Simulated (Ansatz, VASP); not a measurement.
One calculation of SiMo3, two programs

```
Si Mo
1.0
     0.00000    3.10017    3.10017
     3.10017    0.00000    3.10017
     3.10017    3.10017    0.00000
Si Mo
1 3
Direct
  0.00000 0.00000 0.00000
  0.50000 0.50000 0.50000
  0.75000 0.75000 0.75000
  0.25000 0.25000 0.25000
```

Alike in both runs: functional PBE; k mesh 5 × 5 × 5; occupations gaussian, width 0.2 eV; no spin polarisation.

Ansatz relaxed the structure, and its values are those at the end. VASP's run is a single point on that final structure, the one shown.

|  | VASP | Ansatz |
| --- | --- | --- |
| version | VASP 6.6.1 | Ansatz 0.2.0 |
| potentials or method | VASP PAW PBE potentials, release 64 (Si, Mo_sv), cutoff 500 eV | scalar-relativistic, plane waves, PAW |
| valence electrons in the cell | 46 | 46 |

Ansatz gave:

| Quantity | Value |
| --- | --- |
| gap on the k mesh at the Fermi level (eV) | none |
| pressure (GPa) | 0.0 |

Question: Estimate VASP's values.

Answer: gap on the k mesh at the Fermi level (eV): none; pressure (GPa): 0.3.

A gap of «none» marks a metal or a gap that the smearing closes.
